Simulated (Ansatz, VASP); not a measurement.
# One calculation of B, two programs

File INCAR:

```
PREC = Accurate ; ENCUT = 520
EDIFF = 1E-6 ; ISMEAR = -1
SIGMA = 0.05 ; LREAL = False
LASPH = True ; NELM = 60
ALGO = Normal ; ISIF = 2
LWAVE = False ; LCHARG = True
GGA = PE ; LELF = True
LVHAR = True ; NBANDS = 10
```

File KPOINTS:

```
regular mesh
0
Gamma
  21 21 21
```

POSCAR

```
B
1.0
   -1.7634565465      1.7634565465      0.7707280139
    1.7634565465     -1.7634565465      0.7707280139
    1.7634565465      1.7634565465     -0.7707280139
B
2
Direct
   -0.3750000000     -0.1250000000     -0.2500000000
    0.3750000000      0.1250000000      0.2500000000
```

Input for Ansatz:

```yaml
crystal:
  lattice:
    - [-1.7634565465, 1.7634565465, 0.7707280139]
    - [1.7634565465, -1.7634565465, 0.7707280139]
    - [1.7634565465, 1.7634565465, -0.7707280139]
  atoms:
    - { symbol: B, position: [-0.375, -0.125, -0.25] }
    - { symbol: B, position: [0.375, 0.125, 0.25] }
kpoints:
  mp_grid: { grid: [21, 21, 21] }
scf:
  occupations: { method: fermi_dirac, width: 0.05 }
hamiltonian:
  xc: pbe
  pseudopotentials: { kind: all_electron, lapw: { basis_error: 0.001 } }
output:
  forces: true
  stress: true
  eigenvalues: true
  populations: true
```

Change from the starting cell: volume scaled by 0.6, LAPW.

Alike in both runs: task single point; functional PBE; k mesh 21 × 21 × 21; occupations fermi-dirac, width 0.05 eV; no spin polarisation.

|  | VASP | Ansatz |
| --- | --- | --- |
| version | VASP 6.6.1 | Ansatz 0.2.0 |
| potentials or method | VASP PAW PBE potentials, release 64 (B), cutoff 520 eV | all-electron LAPW, scalar-relativistic |

VASP gave:

* pressure (GPa): 134.6
* traceless stress, the component that is largest in VASP (GPa): 0.04

Task: What did Ansatz give for the same quantities?

Result: Pressure (GPa): 134.3; traceless stress, the component that is largest in VASP (GPa): -0.31.

Both programs put the cell under a high pressure, so it lies far from rest at this level. Ansatz ran all-electron here, and VASP with PAW potentials.

Noted on VASP's run: the cell as given lies far from equilibrium.
